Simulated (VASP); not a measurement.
# Ta4O (P4/mmm) in VASP: notebook

The runs below take Ta4O through single point, with PBE.

All numbers are computed with VASP 6.6.1; they aren't measurements. Logs are shortened: lines on timing, memory, paths and dates and some standing lists are left out, and cuts for length are marked.

### 1 The cell of the first run

Symmetry: P4/mmm, No. 123, tetragonal system. Conventional cell: a = 3.257 Å, b = 3.257 Å, c = 7.409 Å, α = 90.00°, β = 90.00°, γ = 90.00°. Ta (site symmetry 4/mmm) has 4 O at 2.30 Å within 3.0 Å. Within 2.8 Å of Ta (site symmetry 4mm) lie 1 O at 2.10 Å. Within 3.7 Å of Ta (site symmetry 4/mmm) lie 12 Ta at 2.81 to 3.26 Å. O (site symmetry 4/mmm) has 6 Ta at 2.10 to 2.30 Å within 2.8 Å.

### 2 Single point, PBE

INCAR

```
SYSTEM = Ta4O
PREC     = Accurate       ! precision mode
ENCUT    = 520            ! plane-wave cutoff, eV
EDIFF    = 1E-7           ! SCF threshold, eV
ISMEAR   = 0              ! smearing method
SIGMA    = 0.1            ! smearing width, eV
LREAL    = .FALSE.        ! projectors in reciprocal space
LASPH    = .TRUE.         ! aspherical terms in the spheres
NELM     = 60             ! most SCF steps
ALGO     = Normal         ! electronic algorithm
ISIF     = 2              ! what is computed and relaxed
LWAVE    = .FALSE.        ! write WAVECAR
LCHARG   = .TRUE.         ! write CHGCAR
GGA      = PE             ! functional
LELF     = .TRUE.         ! ELF
LVHAR    = .TRUE.       
NBANDS   = 33             ! bands
```

KPOINTS

```
Automatic mesh
0
G
  6 6 2
  0 0 0
```

POSCAR

```
Ta4O
1.0
    3.2574970000      0.0000000000      0.0000000000
    0.0000000000      3.2574970000      0.0000000000
    0.0000000000      0.0000000000      7.4093410000
Ta O
4 1
Direct
    0.0000000000      0.0000000000      0.5000000000
    0.5000000000      0.5000000000      0.7831580000
    0.5000000000      0.5000000000      0.2168420000
    0.0000000000      0.0000000000      0.0000000000
    0.5000000000      0.5000000000      0.5000000000
```

Potentials or basis: VASP PAW PBE potentials, release 64 (Ta_pv, O).

Started as:

```console
> cat potpaw_PBE.64/Ta_pv/POTCAR potpaw_PBE.64/O/POTCAR > POTCAR
> mpirun -np 1 vasp_std > vasp.out
```

OUTCAR:

```text
SYSTEM = Ta4O
   PREC = Accurate
   ENCUT = 520
   EDIFF = 1E-7
   ISMEAR = 0
   LREAL = .FALSE.
   LASPH = .TRUE.
   NELM = 60
   ISIF = 2
   GGA = PE

 ion  position               nearest neighbor table
   1  0.000  0.000  0.500-   5 2.30   5 2.30   5 2.30   5 2.30   3 3.12   3 3.12   2 3.12   3 3.12
                             2 3.12   2 3.12   3 3.12   2 3.12
   2  0.500  0.500  0.783-   5 2.10   4 2.81   4 2.81   4 2.81   4 2.81   1 3.12   1 3.12   1 3.12
                             1 3.12   3 3.21
   3  0.500  0.500  0.217-   5 2.10   4 2.81   4 2.81   4 2.81   4 2.81   1 3.12   1 3.12   1 3.12
                             1 3.12   2 3.21
   4  0.000  0.000  0.000-   2 2.81   3 2.81   2 2.81   3 2.81   2 2.81   3 2.81   2 2.81   3 2.81

   5  0.500  0.500  0.500-   2 2.10   3 2.10   1 2.30   1 2.30   1 2.30   1 2.30

  LATTYP: Found a simple tetragonal cell.
 ALAT       =     3.2574970000
 C/A-ratio  =     2.2745503680

  Lattice vectors:

 A1 = (   3.2574970000,   0.0000000000,   0.0000000000)
 A2 = (   0.0000000000,   3.2574970000,   0.0000000000)
 A3 = (   0.0000000000,   0.0000000000,   7.4093410000)

Analysis of symmetry for initial positions (statically):
=====================================================================
 Subroutine PRICEL returns:
 Original cell was already a primitive cell.

 Routine SETGRP: Setting up the symmetry group for a
 simple tetragonal supercell.

 Subroutine GETGRP returns: Found 16 space group operations
 (whereof 16 operations were pure point group operations)
 out of a pool of 16 trial point group operations.

The static configuration has the point symmetry D_4h.

Analysis of symmetry for dynamics (positions and initial velocities):
=====================================================================
 Subroutine PRICEL returns:
 Original cell was already a primitive cell.

 Routine SETGRP: Setting up the symmetry group for a
 simple tetragonal supercell.

 Subroutine GETGRP returns: Found 16 space group operations
 (whereof 16 operations were pure point group operations)
 out of a pool of 16 trial point group operations.

The dynamic configuration has the point symmetry D_4h.

 Subroutine INISYM returns: Found 16 space group operations
 (whereof 16 operations are pure point group operations),
 and found     1 'primitive' translations

----------------------------------------------------------------------------------------

                                     Primitive cell

  volume of cell :      78.6226

  direct lattice vectors                    reciprocal lattice vectors
     3.257497000  0.000000000  0.000000000     0.306984166  0.000000000  0.000000000
     0.000000000  3.257497000  0.000000000     0.000000000  0.306984166  0.000000000
     0.000000000  0.000000000  7.409341000     0.000000000  0.000000000  0.134964769

  length of vectors
     3.257497000  3.257497000  7.409341000     0.306984166  0.306984166  0.134964769

  position of ions in fractional coordinates (direct lattice)
     0.000000000  0.000000000  0.500000000
     0.500000000  0.500000000  0.783158000
     0.500000000  0.500000000  0.216842000
     0.000000000  0.000000000  0.000000000
     0.500000000  0.500000000  0.500000000

  ion indices of the primitive-cell ions
   primitive index   ion index
                 1           1
                 2           2
                 3           3
                 4           4
                 5           5

----------------------------------------------------------------------------------------

 KPOINTS: Automatic mesh

Automatic generation of k-mesh.
 Grid dimensions read from file:
 generate k-points for:    6    6    2

 Generating k-lattice:

  Cartesian coordinates                     Fractional coordinates (reciprocal lattice)
     0.051164028  0.000000000  0.000000000     0.166666667  0.000000000  0.000000000
     0.000000000  0.051164028  0.000000000     0.000000000  0.166666667  0.000000000
     0.000000000  0.000000000  0.067482385     0.000000000  0.000000000  0.500000000

  Length of vectors
     0.051164028  0.051164028  0.067482385

  Shift w.r.t. Gamma in fractional coordinates (k-lattice)
     0.000000000  0.000000000  0.000000000

 Subroutine IBZKPT returns following result:
 ===========================================

 Found     20 irreducible k-points:

 Following reciprocal coordinates:
            Coordinates               Weight
  0.000000  0.000000  0.000000      1.000000
  0.166667  0.000000  0.000000      4.000000
  0.333333  0.000000  0.000000      4.000000
  0.500000  0.000000  0.000000      2.000000
  0.166667  0.166667  0.000000      4.000000
  0.333333  0.166667  0.000000      8.000000
[... 12 lines left out ...]
  0.500000  0.333333  0.500000      4.000000
  0.500000  0.500000  0.500000      1.000000
   k-points           NKPTS =     20   k-points in BZ     NKDIM =     20   number of bands    NBANDS=     33
   number of dos      NEDOS =    301   number of ions     NIONS =      5
   total plane-waves  NPLWV =  32256
   dimension x,y,z NGX =    24 NGY =   24 NGZ =   56
   dimension x,y,z NGXF=    48 NGYF=   48 NGZF=  112
   ions per type =               4   1
   NGX,Y,Z   is equivalent  to a cutoff of  12.25, 12.25, 12.56 a.u.
   NGXF,Y,Z  is equivalent  to a cutoff of  24.50, 24.50, 25.13 a.u.
 SYSTEM =  Ta4O
   PREC   = accura    normal or accurate (medium, high low for compatibility)
   ISTART =      0    job   : 0-new  1-cont  2-samecut
   ICHARG =      2    charge: 1-file 2-atom 10-const
   ISPIN  =      1    spin polarized calculation?
   LNONCOLLINEAR =      F non collinear calculations
   LSORBIT =      F    spin-orbit coupling
   LASPH  =      T    aspherical Exc in radial PAW
   ENCUT  =  520.0 eV  38.22 Ry    6.18 a.u.   6.06  6.06 13.78*2*pi/ulx,y,z
   NELM   =     60;   NELMIN=  2; NELMDL= -5     # of ELM steps
   EDIFF  = 0.1E-06   stopping-criterion for ELM
   LREAL  =      F    real-space projection
   EDIFFG = 0.1E-05   stopping-criterion for IOM
   NSW    =      0    number of steps for IOM
   IBRION =     -1    ionic relax: 0-MD 1-quasi-New 2-CG
   NFREE  =      0    steps in history (QN), initial steepest desc. (CG)
   ISIF   =      2    stress and relaxation
   ISYM   =      2    0-nonsym 1-usesym 2-fastsym
   POTIM  = 0.5000    time-step for ionic-motion
   TEBEG  =    0.0;   TEEND  =   0.0 temperature during run
   PSTRESS=    0.0 pullay stress
   NELECT =      50.0000    total number of electrons
   NUPDOWN=      -1.0000    fix difference up-down
   EMIN   =  10.00;   EMAX   =-10.00  energy-range for DOS
   EFERMI =   0.00;   METHOD = LEGACY
   ISMEAR =     0;   SIGMA  =   0.10  broadening in eV -4-tet -1-fermi 0-gaus
   EFERMI_NEDOS =   21; number of points for ismear=-14 and -15
   IALGO  =     38    algorithm
   IMIX   =      4    mixing-type and parameters
     AMIX     =   0.40;   BMIX     =  1.00
     AMIX_MAG =   1.60;   BMIX_MAG =  1.00
  volume/ion in A,a.u.               =      15.72       106.11
  Fermi-wavevector in a.u.,A,eV,Ry     =   1.407826  2.660405 26.966391  1.981974
  Thomas-Fermi vector in A             =   2.530046
   LORBIT       =      0    0 simple, 1 ext, 2 COOP (PROOUT), +10 PAW based schemes
   GGA     = PE    functional components
   LHFCALC =     F    Hartree Fock is set to
   AEXX    =    0.0000 exact exchange contribution
   IVDW    =     0    specifies the selected vdW correction
   LEPSILON=     F    determine dielectric tensor
   LRPA    =     F    only Hartree local field effects (RPA)
 non-spin polarized calculation
 Gauss-broadening in eV      SIGMA  =   0.10
  energy-cutoff  :      520.00
  volume of cell :       78.62
 maximum number of plane-waves:      2144
   NGX = 13   NGY = 13   NGZ = 27

 number of electron      50.0000004 magnetization

 Free energy of the ion-electron system (eV)
  ---------------------------------------------------
  ext. energy  EPLUGINS =         0.00000000
  ---------------------------------------------------
  free energy    TOTEN  =       -55.01421464 eV

  energy without entropy =      -54.99632371  energy(sigma->0) =      -55.00526918

 E-fermi :   6.4619     XC(G=0): -12.5999

 val. band max:        6.4239811070   @ k =   0.5000   0.5000   0.5000
 cond. band min:       6.5078856148   @ k =   0.1667   0.0000   0.0000
 fundamental gap:      0.0839045077
 Fermi energy:         6.4618792408

 k-point     1 :       0.0000    0.0000    0.0000
  band No.  band energies     occupation
      1     -29.1075      2.00000
      2     -29.1075      2.00000
      3     -28.7817      2.00000
      4     -28.2115      2.00000
      5     -28.0994      2.00000
      6     -27.9133      2.00000
[... 25 lines left out ...]
     32       8.0964      0.00000
     33       8.8452      0.00000

 k-point     2 :       0.1667    0.0000    0.0000
  band No.  band energies     occupation
      1     -29.2017      2.00000
      2     -29.0967      2.00000
      3     -28.7691      2.00000
      4     -28.2462      2.00000
      5     -28.1266      2.00000
      6     -27.9208      2.00000
[... 25 lines left out ...]
     32       9.0604      0.00000
     33       9.5208      0.00000

 k-point     3 :       0.3333    0.0000    0.0000
  band No.  band energies     occupation
      1     -29.3780      2.00000
      2     -29.0749      2.00000
      3     -28.7574      2.00000
      4     -28.3011      2.00000
      5     -28.1765      2.00000
      6     -27.9782      2.00000
[... 25 lines left out ...]
     32       9.3573      0.00000
     33       9.7024      0.00000

 k-point     4 :       0.5000    0.0000    0.0000
  band No.  band energies     occupation
      1     -29.4614      2.00000
      2     -29.0640      2.00000
      3     -28.7614      2.00000
      4     -28.3196      2.00000
      5     -28.1882      2.00000
      6     -28.0286      2.00000
[... 25 lines left out ...]
     32       9.9582      0.00000
     33      10.7290      0.00000

 k-point     5 :       0.1667    0.1667    0.0000
  band No.  band energies     occupation
      1     -29.2048      2.00000
      2     -29.1662      2.00000
      3     -28.7573      2.00000
      4     -28.2403      2.00000
      5     -28.1239      2.00000
      6     -27.9906      2.00000
[... 460 lines left out ...]
 k-point    18 :       0.3333    0.3333    0.5000
  band No.  band energies     occupation
      1     -29.3141      2.00000
      2     -29.2822      2.00000
      3     -28.7073      2.00000
      4     -28.2345      2.00000
      5     -28.1598      2.00000
      6     -28.0823      2.00000
[... 25 lines left out ...]
     32      10.2659      0.00000
     33      10.5795      0.00000

 k-point    19 :       0.5000    0.3333    0.5000
  band No.  band energies     occupation
      1     -29.3690      2.00000
      2     -29.2735      2.00000
      3     -28.6939      2.00000
      4     -28.2514      2.00000
      5     -28.1708      2.00000
      6     -28.0572      2.00000
[... 25 lines left out ...]
     32      10.2999      0.00000
     33      10.9019      0.00000

 k-point    20 :       0.5000    0.5000    0.5000
  band No.  band energies     occupation
      1     -29.3402      2.00000
      2     -29.3402      2.00000
      3     -28.6723      2.00000
      4     -28.2391      2.00000
      5     -28.2391      2.00000
      6     -28.1091      2.00000
[... 25 lines left out ...]
     32      10.9591      0.00000
     33      11.0306      0.00000

------------------------ aborting loop because EDIFF is reached ----------------------------------------

  FORCE on cell =-STRESS in cart. coord.  units (eV):
  Direction    XX          YY          ZZ          XY          YZ          ZX
  --------------------------------------------------------------------------------------
  -------------------------------------------------------------------------------------
  Total       -0.2167073     -0.2167073     -0.2792576      0.0000000     -0.0000000      0.0000000
  in kB       -4.4160752     -4.4160752     -5.6907302      0.0000000     -0.0000000      0.0000000
  external PRESSURE =      -4.8409602 kB  Pullay stress =       0.0000000 kB

 VOLUME and BASIS-vectors are now :
 -----------------------------------------------------------------------------
  energy-cutoff  :      520.00
  volume of cell :       78.62
      direct lattice vectors                 reciprocal lattice vectors
     3.257497000  0.000000000  0.000000000     0.306984166  0.000000000  0.000000000
     0.000000000  3.257497000  0.000000000     0.000000000  0.306984166  0.000000000
     0.000000000  0.000000000  7.409341000     0.000000000  0.000000000  0.134964769

 POSITION                                       TOTAL-FORCE (eV/Angst)
 -----------------------------------------------------------------------------------
      0.00000      0.00000      3.70467         0.000000      0.000000      0.000000
      1.62875      1.62875      5.80268         0.000000     -0.000000     -0.070299
      1.62875      1.62875      1.60666        -0.000000     -0.000000      0.070299
      0.00000      0.00000      0.00000         0.000000      0.000000      0.000000
      1.62875      1.62875      3.70467         0.000000      0.000000      0.000000
 -----------------------------------------------------------------------------------
    total drift:                                0.000000     -0.000000      0.000000

  FREE ENERGIE OF THE ION-ELECTRON SYSTEM (eV)
  ---------------------------------------------------
  free  energy   TOTEN  =       -55.0142146439 eV

  energy  without entropy=      -54.9963237134  energy(sigma->0) =      -55.00526918
```

It took 24 s on 1 thread of Intel Xeon 6975P-C (Granite Rapids), shared host; peak memory 0.19 GiB.

Results:

- Free energy: -55.0142 eV
- Pressure: -0.5 GPa
- Largest force: 0.070 eV/Å
- Band gap on the k mesh: zero (band 25 reaches 6.63 eV, above the bottom of band 26 at 6.34 eV)

Forces on the atoms (eV/Å):
```
Ta   0.000  0.000  0.000
Ta   0.000  0.000 -0.070
Ta   0.000  0.000  0.070
Ta   0.000  0.000  0.000
O    0.000  0.000  0.000
```

Caveat: the k points lie up to 0.42 Å⁻¹ apart; spin-orbit coupling is left out, which moves the levels of the heavy elements.

### 3 Single point, PBE

INCAR

```
SYSTEM = Ta4O
PREC = Accurate
ENCUT = 520
EDIFF = 1E-6
ISMEAR = 0
SIGMA = 0.01
LREAL = .False.
LASPH = .True.
NELM = 60
ALGO = Normal
ISIF = 2
LWAVE = .False.
LCHARG = .False.
GGA = PE
NBANDS = 33
```

KPOINTS

```
Automatic mesh
0
Gamma
  6 6 3
  0 0 0
```

POSCAR is that of step 2.

Potentials or basis: VASP PAW PBE potentials, release 64 (Ta_pv, O).

Started as:

```console
> cat potpaw_PBE.64/Ta_pv/POTCAR potpaw_PBE.64/O/POTCAR > POTCAR
> mpirun -np 1 vasp_std > vasp.out
```

It took 19 s on 1 thread of Intel Xeon 6975P-C (Granite Rapids), shared host; peak memory 0.19 GiB.

It converged, with:

```
Free energy            : -55.0571 eV
Pressure               : -0.6 GPa
Largest force          : 0.118 eV/Å
Band gap on the k mesh : zero (band 25 reaches 6.64 eV, above the bottom of band 26 at 6.32 eV)
```

Forces on the atoms (eV/Å):
```
Ta   0.000  0.000  0.000
Ta   0.000  0.000 -0.118
Ta   0.000  0.000  0.118
Ta   0.000  0.000  0.000
O    0.000  0.000  0.000
```

Stress tensor (GPa, compression positive):
```
-0.48  0.00  0.00
 0.00 -0.48  0.00
 0.00  0.00 -0.71
```

Levels at points of the mesh, in eV from the Fermi level:
```tsv
k point	band 22	band 23	band 24	band 25	band 26	band 27	band 28	band 29
(0.00, 0.00, 0.00)	-1.61	-0.47	-0.47	-0.19	0.51	0.98	0.98	1.28
(0.50, 0.00, 0.00)	-1.13	-0.98	-0.71	0.19	0.84	0.97	1.24	1.70
(0.50, 0.50, 0.00)	-1.57	-1.57	-0.72	-0.72	1.71	2.37	2.71	2.71
```

Caveat: spin-orbit coupling is left out, which moves the levels of the heavy elements.

### 4 Single point, PBE

INCAR

```
PREC = Accurate
ENCUT = 520
EDIFF = 1E-6
ISMEAR = 0
SIGMA = 0.05
LREAL = False
LASPH = True
NELM = 100
ALGO = Normal
ISIF = 2
LWAVE = False
LCHARG = False
GGA = PE
NBANDS = 33
```

KPOINTS

```
regular mesh
0
Gamma
  6 6 3
```

POSCAR is that of step 3.

Started as:

```console
> cat potpaw_PBE.64/Ta_pv/POTCAR potpaw_PBE.64/O/POTCAR > POTCAR
> mpirun -np 1 vasp_std > vasp.out
```

Wall time 25 s (1 thread of Intel Xeon 6975P-C (Granite Rapids), shared host); peak memory 0.19 GiB.

The run converged. Its results:

* Free energy: -55.0573 eV
* Pressure: -0.6 GPa
* Largest force: 0.108 eV/Å
* Band gap on the k mesh: zero (band 25 reaches 6.64 eV, above the bottom of band 26 at 6.32 eV)

Forces on the atoms (eV/Å):
```
Ta   0.000  0.000  0.000
Ta   0.000  0.000 -0.108
Ta   0.000  0.000  0.108
Ta   0.000  0.000  0.000
O    0.000  0.000  0.000
```

Stress tensor (GPa, compression positive):
```
-0.46  0.00  0.00
 0.00 -0.46  0.00
 0.00  0.00 -0.76
```

Levels at points of the mesh, in eV from the Fermi level:
```csv
k point,band 22,band 23,band 24,band 25,band 26,band 27,band 28,band 29
"(0.00, 0.00, 0.00)",-1.60,-0.45,-0.45,-0.18,0.53,0.99,0.99,1.29
"(0.50, 0.00, 0.00)",-1.12,-0.97,-0.70,0.21,0.86,0.98,1.25,1.72
"(0.50, 0.50, 0.00)",-1.55,-1.55,-0.70,-0.70,1.72,2.38,2.72,2.72
```

Caveat: spin-orbit coupling is left out, which moves the levels of the heavy elements.

### 5 Overview

```csv
k mesh,smearing,gap on the mesh (eV),pressure (GPa),largest force (eV/Å)
6 × 6 × 2,gaussian 0.1 eV,none,-0.5,0.07
6 × 6 × 3,gaussian 0.01 eV,none,-0.6,0.12
6 × 6 × 3,gaussian 0.05 eV,none,-0.6,0.11
```

Alike in all rows: task single point; level PBE; potentials or basis VASP PAW PBE potentials, release 64 (Ta_pv, O); no spin polarisation; cell as given; cutoff (eV) 520.

Caveats: some runs use coarse meshes; spin-orbit coupling is left out, which moves the levels of the heavy elements.

Total energies depend on the potentials used, so only differences within one code and one set of settings carry meaning.
